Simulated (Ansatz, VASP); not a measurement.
**Two plane-wave programs on C**

The input INCAR:

```
  PREC = Accurate
  ENCUT = 520
  EDIFF = 1E-7
  ISMEAR = 0
  SIGMA = 0.15
  LREAL = False
  LASPH = True
  NELM = 60
  ALGO = Normal
  ISIF = 2
  LWAVE = False
  LCHARG = False
  GGA = PS
  IVDW = 12
  NBANDS = 11
```

File KPOINTS:

```
regular mesh
0
Gamma
  21 21 12
```

POSCAR

```
C
1.0
    2.4987011397      0.0000000000      0.0000000000
   -1.2493505699      2.1639386634      0.0000000000
    0.0000000000      0.0000000000      3.5884245947
C
2
Direct
    0.3286349562      0.6572699123      0.0000000000
    0.6713650438      0.3427300877      0.0000000000
```

Input for Ansatz:

```yaml
crystal:
  lattice:
    - [2.4987011397, 0.0, 0.0]
    - [-1.2493505699, 2.1639386634, 0.0]
    - [0.0, 0.0, 3.5884245947]
  atoms:
    - { symbol: C, position: [0.3286349562, 0.6572699123, 0.0] }
    - { symbol: C, position: [0.6713650438, 0.3427300877, 0.0] }
basis:
  ecutwfc: 520.0
kpoints:
  mp_grid: { grid: [21, 21, 12] }
hamiltonian:
  xc: pbesol
  pseudopotentials: { kind: paw, azcp: { folder: soft_1 } }
  dispersion: d3bj
scf:
  occupations: { method: gaussian, width: 0.15 }
output:
  forces: true
  stress: true
  eigenvalues: true
```

Change from the starting cell: mode 6 frozen in at -0.020 Å, equal normal strain along x, y and z +0.0167.

Alike in both runs: task single point; functional PBEsol; dispersion D3(BJ); k mesh 21 × 21 × 12; occupations gaussian, width 0.15 eV; no spin polarisation.

```csv
,VASP,Ansatz
version,VASP 6.6.1,Ansatz 0.2.0
potentials or method,"VASP PAW PBE potentials, release 64 (C), cutoff 520 eV","scalar-relativistic, plane waves, PAW"
valence electrons in the cell,8,8
```

```csv
,VASP,Ansatz,Ansatz less VASP
gap on the k mesh at the Fermi level (eV),none,none,-
pressure (GPa),-11.4,-12.0,-0.62
"traceless stress, the component that is largest in VASP (GPa)",11.01,11.70,+0.688
rms of the force components (eV/Å),1.095,1.090,-0.0051
```

VASP's potentials were made for PBE, not for PBEsol, and Ansatz warns of the same on its side. Atom by atom the forces differ by 0.005 eV/Å (rms over components). A gap of «none» marks a metal or a gap that the smearing closes.
